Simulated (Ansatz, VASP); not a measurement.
# One calculation of NaI, two programs

```
Na I
1.0
     4.04054    0.00000    0.00000
     0.00000    4.04054    0.00000
     0.00000    0.00000    4.04054
Na I
1 1
Direct
  0.00000 0.00000 0.00000
  0.50000 0.50000 0.50000
```

Alike in both runs: task single point; functional r2SCAN; k mesh 6 × 6 × 6; no spin polarisation.

|  | VASP | Ansatz |
| --- | --- | --- |
| version | VASP 6.6.1 | Ansatz 0.2.0 |
| potentials or method | VASP PAW PBE potentials, release 64 (Na_pv, I) | plane waves, PAW |
| plane-wave cutoff (eV) | 520 | 500 |
| occupations | gaussian, width 0.01 eV | fixed |
| valence electrons in the cell | 14 | 26 |

|  | VASP | Ansatz | Ansatz less VASP |
| --- | --- | --- | --- |
| gap on the k mesh at the Fermi level (eV) | 3.07 | 3.06 | -0.013 |
| pressure (GPa) | 0.0 | 0.0 | +0.01 |

VASP's potentials were made for PBE, not for r2SCAN. VASP's potentials hold 14 valence electrons a cell and Ansatz's 26, so a difference there can come from the potentials and not from the codes.

Neither program's run includes spin-orbit coupling.
